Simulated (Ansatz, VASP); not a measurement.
## Two plane-wave programs on TaN

File INCAR:

```
SYSTEM = TaN
PREC     = Accurate       ! precision mode
ENCUT    = 520            ! plane-wave cutoff, eV
EDIFF    = 1E-6           ! SCF threshold, eV
ISMEAR   = 0              ! smearing method
SIGMA    = 0.15           ! smearing width, eV
LREAL    = .False.        ! projectors in reciprocal space
LASPH    = .True.         ! aspherical terms in the spheres
NELM     = 60             ! most SCF steps
ALGO     = Normal         ! electronic algorithm
ISIF     = 2              ! what is computed and relaxed
LWAVE    = .False.        ! write WAVECAR
LCHARG   = .False.        ! write CHGCAR
GGA      = PE             ! functional
NBANDS   = 15             ! bands
```

KPOINTS

```
Automatic mesh
0
Gamma
  20 20 20
  0 0 0
```

File POSCAR:

```
TaN
1.0
   -0.4722201551      1.9702978885      1.9702978885
    1.9702978885     -0.4722201551      1.9702978885
    1.9702978885      1.9702978885     -0.4722201551
Ta N
1 1
Direct
    0.5000000000      0.5000000000      0.5000000000
    0.0000000000      0.0000000000      0.0000000000
```

Input for Ansatz:

```yaml
crystal:
  lattice:
    - [-0.4722201551, 1.9702978885, 1.9702978885]
    - [1.9702978885, -0.4722201551, 1.9702978885]
    - [1.9702978885, 1.9702978885, -0.4722201551]
  atoms:
    - { symbol: Ta, position: [0.5, 0.5, 0.5] }
    - { symbol: "N", position: [0.0, 0.0, 0.0] }
basis:
  ecutwfc: 420
kpoints:
  mp_grid: { grid: [20, 20, 20] }
hamiltonian:
  xc: pbe
scf:
  occupations: { method: gaussian, width: 0.15 }
output:
  forces: true
  stress: true
  eigenvalues: true
```

Alike in both runs: task single point; functional PBE; k mesh 20 × 20 × 20; occupations gaussian, width 0.15 eV; no spin polarisation.

|  | VASP | Ansatz |
| --- | --- | --- |
| version | VASP 6.6.1 | Ansatz 0.2.0 |
| potentials or method | VASP PAW PBE potentials, release 64 (Ta_pv, N), cutoff 520 eV | scalar-relativistic, plane waves, PAW |
| valence electrons in the cell | 16 | 18 |

VASP gave:

- gap on the k mesh at the Fermi level (eV): none
- pressure (GPa): 14.2
- traceless stress, the component that is largest in VASP (GPa): 11.24

**Question.** What did Ansatz give for the same quantities?

**Answer.** gap on the k mesh at the Fermi level (eV): none; pressure (GPa): 13.3; traceless stress, the component that is largest in VASP (GPa): 11.36.

A gap of «none» marks a metal or a gap that the smearing closes. VASP's potentials hold 16 valence electrons a cell and Ansatz's 18, so a difference there can come from the potentials and not from the codes.

Neither program's run includes spin-orbit coupling.
